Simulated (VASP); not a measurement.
Wanted: the native input for a VASP 6.6.1 run.

| Quantity | Value |
| --- | --- |
| Task | single point |
| Functional | PBE |
| Potentials or basis | VASP PAW PBE potentials, release 64 (Cu, I) |
| Cutoff | 520 eV |
| k mesh | 6 × 6 × 6 |
| Occupations | gaussian, width 0.01 eV |
| Spin | no spin polarisation |
| Dipole correction | no |
| Further INCAR settings | ALGO = Normal; EDIFF = 1e-06; NBANDS = 16 |

The structure of CuI (Marshite) lies in POSCAR:

```
CuI
1.0
    0.0000000000      3.0315000000      3.0315000000
    3.0315000000      0.0000000000      3.0315000000
    3.0315000000      3.0315000000      0.0000000000
Cu I
1 1
Direct
    0.2500000000      0.2500000000      0.2500000000
    0.0000000000      0.0000000000      0.0000000000
```

One way to write it, as run:

INCAR

```
  PREC = Accurate
  ENCUT = 520
  EDIFF = 1E-6
  ISMEAR = 0
  SIGMA = 0.01
  LREAL = False
  LASPH = True
  NELM = 100
  ALGO = Normal
  ISIF = 2
  LWAVE = False
  LCHARG = False
  GGA = PE
  NBANDS = 16
```

KPOINTS

```
Automatic mesh
0
Gamma
  6 6 6
```

Potentials or basis: VASP PAW PBE potentials, release 64 (Cu, I).

Command:

```console
$ cat potpaw_PBE.64/Cu/POTCAR potpaw_PBE.64/I/POTCAR > POTCAR
$ mpirun -np 1 vasp_std > vasp.out
```

It gave:

The pressure is 0.3 GPa. The band gap on the k mesh is 1.14 eV, direct.

Caveat: spin-orbit coupling is left out, which moves the levels of the heavy elements.

Run time: 14 s on 1 thread of Intel(R) Xeon(R) Platinum 8488C (Sapphire Rapids), with other jobs on the host, peak memory 0.18 GiB.
